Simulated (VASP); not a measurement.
Ca3Lu, 4 atoms in the cell. It takes space group Pm-3m (No. 221, cubic). The conventional cell has a = 5.467 Å, b = 5.467 Å, c = 5.467 Å, α = 90.00°, β = 90.00°, γ = 90.00°. Ca (site symmetry 4/mmm) has 8 Ca at 3.87 Å and 4 Lu at 3.87 Å within 5.1 Å. Within 5.1 Å of Lu (site symmetry m-3m) lie 12 Ca at 3.87 Å. 

```yaml
Program: VASP 6.6.1
Task: single point
Functional: PBE
Potentials_or_basis: VASP PAW PBE potentials, release 64 (Ca_sv, Lu)
Cutoff: 520 eV
k_mesh: 5 × 5 × 5
Occupations: fermi-dirac, width 0.05 eV
Spin: no spin polarisation
Dipole_correction: no
Further_INCAR_settings: ALGO = Normal; EDIFF = 1e-06; NBANDS = 36
```

Potentials or basis: VASP PAW PBE potentials, release 64 (Ca_sv, Lu).

The run is started by

```sh
$ cat potpaw_PBE.64/Ca_sv/POTCAR potpaw_PBE.64/Lu/POTCAR > POTCAR
$ mpirun -np 1 vasp_std > vasp.out
```

Hardware: 1 thread of AMD EPYC 7R43 64-Core Processor (Zen 3), with other jobs on the host.

Task: Estimate the wall time of this run.

Result: Run time: 80 s on 1 thread of AMD EPYC 7R43 64-Core Processor (Zen 3), on a shared host, peak memory 0.23 GiB. Counts: scf iterations 14, k points 10.
